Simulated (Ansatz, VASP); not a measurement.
# One calculation of Ga2GeO2, two programs

```
Ga Ge O
1.0
     3.12856    0.00000    0.00000
    -1.56428    2.70941    0.00000
     0.00000    0.00000    8.56157
Ga Ge O
2 1 2
Direct
  0.66667 0.33333 0.25923
  0.33333 0.66667 0.74077
  0.00000 0.00000 0.00000
  0.66667 0.33333 0.65608
  0.33333 0.66667 0.34392
```

Change from the starting cell: species swapped into the YAl2Si2 type (P-3m1, No. 164).

Alike in both runs: functional PBE; k mesh 6 × 6 × 4; occupations gaussian, width 0.1 eV; no spin polarisation.

Ansatz relaxed the structure, and its values are those at the end. VASP's run is a single point on that final structure, the one shown.

|  | VASP | Ansatz |
| --- | --- | --- |
| version | VASP 6.6.1 | Ansatz 0.2.0 |
| potentials or method | VASP PAW PBE potentials, release 64 (Ga_d, Ge_d, O), cutoff 520 eV | scalar-relativistic, plane waves, PAW |
| valence electrons in the cell | 52 | 52 |

Ansatz gave:

- gap on the k mesh at the Fermi level (eV): none
- pressure (GPa): 0.1
- rms of the force components (eV/Å): 0.008

**Question.** What did VASP give for the same quantities?

**Answer.** gap on the k mesh at the Fermi level (eV): none; pressure (GPa): 0.4; rms of the force components (eV/Å): 0.015.

A gap of «none» marks a metal or a gap that the smearing closes. The functional is the same, so the differences come from potentials, cutoffs and numerics.

The k mesh is coarse, so the values compare programs but aren't converged.
